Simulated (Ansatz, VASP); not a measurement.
Two plane-wave programs on LiF

INCAR

```
  ALGO = Normal
  EDIFF = 1E-7
  ENCUT = 520
  GGA = PE
  ISIF = 2
  ISMEAR = 0
  LASPH = True
  LCHARG = False
  LREAL = False
  LWAVE = False
  NBANDS = 12
  NELM = 100
  PREC = Accurate
  SIGMA = 0.05
```

File KPOINTS:

```
k-points
0
Gamma
  10 10 10
```

File POSCAR:

```
LiF
1.0
    2.6619143200      0.0000000000      0.0000000000
    0.0000000000      2.6619143200      0.0000000000
    0.0000000000      0.0000000000      2.5595330000
Li F
1 1
Direct
    0.0000000000      0.0000000000      0.0000000000
    0.5000000000      0.5000000000      0.5000000000
```

Input for Ansatz:

```yaml
crystal:
  lattice:
    - [2.66191432, 0.0, 0.0]
    - [0.0, 2.66191432, 0.0]
    - [0.0, 0.0, 2.559533]
  atoms:
    - { symbol: Li, position: [0.0, 0.0, 0.0] }
    - { symbol: F, position: [0.5, 0.5, 0.5] }
basis:
  ecutwfc: 420
kpoints:
  mp_grid: { grid: [10, 10, 10] }
hamiltonian:
  xc: pbe
scf:
  occupations: { method: gaussian, width: 0.05 }
output:
  forces: true
  stress: true
  eigenvalues: true
```

Change from the starting cell: strain +0.040 along x and y, +0.000 along z, atoms carried along.

Alike in both runs: task single point; functional PBE; k mesh 10 × 10 × 10; occupations gaussian, width 0.05 eV; no spin polarisation.

|  | VASP | Ansatz |
| --- | --- | --- |
| version | VASP 6.6.1 | Ansatz 0.2.0 |
| potentials or method | VASP PAW PBE potentials, release 64 (Li_sv, F), cutoff 520 eV | scalar-relativistic, plane waves, PAW |
| valence electrons in the cell | 10 | 10 |

Ansatz gave:

```
gap on the k mesh at the Fermi level (eV) : 6.71
least direct gap on the mesh (eV)         : 7.22
```

Question: What did VASP give for the same quantities?

Answer: gap on the k mesh at the Fermi level (eV): 6.72; least direct gap on the mesh (eV): 7.22.

Noted on VASP's run: the cutoff is short for stress, so the pressure is rough.
